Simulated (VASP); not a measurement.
TiO2, 6 atoms in the cell. Symmetry: P4_2/mnm, No. 136, tetragonal system. The conventional cell has a = 4.594 Å, b = 4.594 Å, c = 2.870 Å, α = 90.00°, β = 90.00°, γ = 90.00°. Within 2.5 Å of Ti (site symmetry mmm) lie 6 O at 1.91 to 1.99 Å. O (site symmetry m2m) has 3 Ti at 1.91 to 1.99 Å and 1 O at 2.52 Å within 2.6 Å.  This cell differs from its parent crystal: zz strain of -3 %.

| Item | Value |
| --- | --- |
| Program | VASP 6.6.1 |
| Task | electric field gradients |
| Functional | PBE |
| Potentials or basis | VASP PAW PBE potentials, release 64 (Ti_sv, O) |
| Cutoff | 520 eV |
| k mesh | 7 × 7 × 10 |
| Occupations | fermi-dirac, width 0.05 eV |
| Spin | no spin polarisation |
| Dipole correction | no |
| Further INCAR settings | ALGO = Normal; EDIFF = 1e-08; NBANDS = 33 |

Potentials or basis: VASP PAW PBE potentials, release 64 (Ti_sv, O).

Run with:

```console
$ cat potpaw_PBE.64/Ti_sv/POTCAR potpaw_PBE.64/O/POTCAR > POTCAR
$ mpirun -np 1 vasp_std > vasp.out
```

Hardware: 1 thread of Intel(R) Xeon(R) 6975P-C (Granite Rapids), with other jobs on the host.

Q: How long does it take, and how much memory?

A: It took 48 s on 1 thread of Intel(R) Xeon(R) 6975P-C (Granite Rapids), on a shared host, peak memory 0.23 GiB. Counts: scf iterations 18, k points 60.
